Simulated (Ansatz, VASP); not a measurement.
# KGe3: VASP beside Ansatz

File INCAR:

```
ALGO = Normal
EDIFF = 1E-7
EDIFFG = -0.04
ENCUT = 600
GGA = PE
IBRION = 2
ISIF = 3
ISMEAR = 0
LASPH = True
LCHARG = False
LREAL = False
LWAVE = False
NELM = 60
NSW = 90
PREC = Accurate
SIGMA = 0.1
```

Contents of KPOINTS:

```
k-points
0
Gamma
  6 6 6
```

POSCAR

```
KGe3
1.0
   -1.9380230800      1.9380230800      4.7959731600
    1.9380230800     -1.9380230800      4.7959731600
    1.9380230800      1.9380230800     -4.7959731600
K Ge
1 3
Direct
    0.0000000000      0.0000000000      0.0000000000
    0.3798992300      0.3798992300      0.0000000000
    0.7500000000      0.2500000000      0.5000000000
    0.6201007700      0.6201007700      0.0000000000
```

Input for Ansatz:

```yaml
crystal:
  lattice:
    - [-1.93802308, 1.93802308, 4.79597316]
    - [1.93802308, -1.93802308, 4.79597316]
    - [1.93802308, 1.93802308, -4.79597316]
  atoms:
    - { symbol: K, position: [0.0, 0.0, 0.0] }
    - { symbol: Ge, position: [0.37989923, 0.37989923, 0.0] }
    - { symbol: Ge, position: [0.75, 0.25, 0.5] }
    - { symbol: Ge, position: [0.62010077, 0.62010077, 0.0] }
basis:
  ecutwfc: 420
kpoints:
  mp_grid: { grid: [6, 6, 6] }
hamiltonian:
  xc: pbe
scf:
  occupations: { method: gaussian, width: 0.1 }
  lower_state_search: "off"
output:
  forces: true
  stress: true
  eigenvalues: true
relax:
  adjacent_minimum: "off"
  f_tol: 0.04
  max_steps: 70
  cell: { stress_tol: 0.4 }
```

Alike in both runs: task relaxation of cell and atoms; functional PBE; k mesh 6 × 6 × 6; occupations gaussian, width 0.1 eV; no spin polarisation.

```csv
,VASP,Ansatz
version,VASP 6.6.1,Ansatz 0.2.0
potentials or method,"VASP PAW PBE potentials, release 64 (K_sv, Ge_d), cutoff 600 eV","scalar-relativistic, plane waves, PAW"
valence electrons in the cell,51,51
```

|  | VASP | Ansatz | Ansatz less VASP |
| --- | --- | --- | --- |
| gap on the k mesh at the Fermi level, each at its own relaxed structure (eV) | none | none | - |
| relaxed volume (Å³/atom) | 26.59 | 26.64 | +0.047 |
| relaxed length of the cell vector where the two differ most in proportion (Å) | 6.278 | 6.277 | -0.0007 |

A gap of «none» marks a metal or a gap that the smearing closes.

The k mesh is coarse, so the values compare programs but aren't converged. Noted on VASP's run: the volume moved by over 15 % at a fixed basis, so the end points are rough.
